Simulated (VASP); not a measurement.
Here is a VASP 6.6.1 calculation.

INCAR

```
SYSTEM = Al
PREC = Accurate
ENCUT = 520
EDIFF = 1E-7
ISMEAR = -1
SIGMA = 0.05
LREAL = .False.
LASPH = .True.
NELM = 60
ALGO = Normal
ISIF = 2
LWAVE = .False.
LCHARG = .False.
GGA = PS
NBANDS = 8
```

File KPOINTS:

```
Automatic mesh
0
Gamma
  14 14 14
  0 0 0
```

The input POSCAR:

```
Al
1.0
    0.0607194000      2.0543397000      2.0543397000
    2.0543397000      0.0607194000      2.0543397000
    2.0543397000      2.0543397000      0.0607194000
Al
1
Direct
    0.0000000000      0.0000000000      0.0000000000
```

Potentials or basis: VASP PAW PBE potentials, release 64 (Al).

Command:

```bash
$ cat potpaw_PBE.64/Al/POTCAR > POTCAR
$ mpirun -np 1 vasp_std > vasp.out
```

Problem. Predict the pressure.

Solution. -1.7 GPa.

Stress tensor (GPa, compression positive):
```
-1.74 -0.18 -0.18
-0.18 -1.74 -0.18
-0.18 -0.18 -1.74
```

Caveat: the cell differs from its parent crystal (equal xy, yz and zx shear strains of +3 %); the PAW data sets were made with another functional, which shifts forces and pressure a little.
